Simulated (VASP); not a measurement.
Runs of VASP 6.6.1 on AgCl. The structure is that of space group Fm-3m (No. 225), or close to it. The cells are those of the table. 

```tsv
cell	gap on the mesh (eV)	pressure (GPa)
a = 3.941, b = 3.941, c = 3.922 Å, angles 60.2, 60.2, 59.7°, 2 atoms	0.88	1.0
a = 3.948 Å, angles 60.0°, 2 atoms	0.91	(b)
a = 3.909 Å, angles 60.0°, 2 atoms	0.91	2.0
a = 3.863, b = 3.863, c = 3.922 Å, angles 59.5, 59.5, 61.0°, 2 atoms	(a)	3.2
```

Alike in all rows: task electric field gradients; level PBE; potentials or basis VASP PAW PBE potentials, release 64 (Ag, Cl); no spin polarisation; k mesh 8 × 8 × 8; cutoff (eV) 520; smearing fermi-dirac 0.02 eV.

Question: Fill in the values left out.

Answer: (a) 0.81; (b) 0.5.

Caveats: the cell stands under pressure (at least some runs).

A k mesh can miss the band edges, and the runs leave out spin-orbit coupling on Ag.
